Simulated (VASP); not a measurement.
BN, 4 atoms in the cell. The structure is hexagonal, space group P6_3mc (No. 186). Conventional cell: a = 2.516 Å, b = 2.516 Å, c = 4.227 Å, α = 90.00°, β = 90.00°, γ = 120.00°. Within 2.1 Å of B (site symmetry 3m) lie 4 N at 1.55 to 1.58 Å. Within 2.1 Å of N (site symmetry 3m) lie 4 B at 1.55 to 1.58 Å.  This cell differs from its parent crystal: strain -0.0150 x Voigt [1, 1, 0, 0, 0, 0].

```yaml
Program: VASP 6.6.1
Task: single point
Functional: r2SCAN
Potentials_or_basis: VASP PAW PBE potentials, release 64 (B_h, N_h)
Cutoff: 910 eV
k_mesh: 12 × 12 × 6
Occupations: gaussian, width 0.05 eV
Spin: no spin polarisation
Dipole_correction: no
Second_run: hard_potentials
Further_INCAR_settings: ALGO = Normal; EDIFF = 1e-06; NBANDS = 16
```

Potentials or basis: VASP PAW PBE potentials, release 64 (B_h, N_h).

Command:

```console
$ cat potpaw_PBE.64/B_h/POTCAR potpaw_PBE.64/N_h/POTCAR > POTCAR
$ cp INCAR.step1 INCAR
$ mpirun -np 1 vasp_std > vasp.out
$ cp INCAR.step2 INCAR
$ mpirun -np 1 vasp_std > vasp.out
```

Hardware: 1 thread of AMD EPYC 7R43 64-Core Processor (Zen 3), on a shared host.

Problem. Estimate the wall time of this run.

Solution. Wall time 5.8 min on 1 thread of AMD EPYC 7R43 64-Core Processor (Zen 3), on a shared host, peak memory 0.18 GiB. Counts: k points 76.
